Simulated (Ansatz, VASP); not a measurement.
## One calculation of ZnS, two programs

```
Zn S
1.0
     3.79704    0.00000    0.00000
    -1.89852    3.28834    0.00000
     0.00000    0.00000   12.43597
Zn S
4 4
Direct
  0.66667 0.33333 0.75000
  0.33333 0.66667 0.25000
  0.00000 0.00000 0.50000
  0.00000 0.00000 0.00000
  0.66667 0.33333 0.93750
  0.33333 0.66667 0.43750
  0.00000 0.00000 0.68750
  0.00000 0.00000 0.18750
```

Alike in both runs: task single point; functional RPBE; k mesh 8 × 8 × 3; occupations fermi-dirac, width 0.05 eV; no spin polarisation.

|  | VASP | Ansatz |
| --- | --- | --- |
| version | VASP 6.6.1 | Ansatz 0.2.0 |
| potentials or method | VASP PAW PBE potentials, release 64 (Zn, S) | Ansatz PAW |
| plane-wave cutoff (eV) | 520 | 420 |
| valence electrons in the cell | 72 | 72 |

VASP gave:

```
gap on the k mesh at the Fermi level (eV)                     : 2.39
least direct gap on the mesh (eV)                             : 2.39
pressure (GPa)                                                : 5.7
traceless stress, the component that is largest in VASP (GPa) : -0.11
rms of the force components (eV/Å)                            : 0.017
```

Q: Estimate Ansatz's values.

A: gap on the k mesh at the Fermi level (eV): 2.39; least direct gap on the mesh (eV): 2.39; pressure (GPa): 5.6; traceless stress, the component that is largest in VASP (GPa): -0.11; rms of the force components (eV/Å): 0.016.

VASP's potentials were made for PBE, not for RPBE. Atom by atom the forces differ by 0.000 eV/Å (rms over components). The functional is the same, so the differences come from potentials, cutoffs and numerics.

Noted on Ansatz's run: odd divisions of the mesh miss points on the zone boundary, where band edges often lie, so the gap on the mesh can be too wide.
